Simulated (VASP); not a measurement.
Here is a VASP 6.6.1 calculation.

The input INCAR:

```
  PREC = Accurate
  ENCUT = 520
  EDIFF = 1E-7
  ISMEAR = -1
  SIGMA = 0.05
  LREAL = False
  LASPH = True
  NELM = 60
  ALGO = Normal
  ISIF = 2
  LWAVE = False
  LCHARG = False
  GGA = RE
  NBANDS = 9
```

File KPOINTS:

```
Automatic mesh
0
Gamma
  9 9 9
```

POSCAR

```
Se
1.0
    2.8542626278      0.0000000000      0.0000000000
    0.0000000000      2.8542626278      0.0000000000
    0.0000000000      0.0000000000      2.8542626278
Se
1
Direct
    0.0000000000      0.0000000000      0.0000000000
```

Potentials or basis: VASP PAW PBE potentials, release 64 (Se).

The run is started by

```sh
$ cat potpaw_PBE.64/Se/POTCAR > POTCAR
$ mpirun -np 1 vasp_std > vasp.out
```

(1) Predict the band gap on the k mesh.

(2) What does it give for the pressure?

Results:

(1) zero (band 3 reaches 7.07 eV, above the bottom of band 4 at 1.31 eV).

(2) 0.0 GPa.

Caveat: the PAW data sets were made with another functional, which shifts forces and pressure a little.
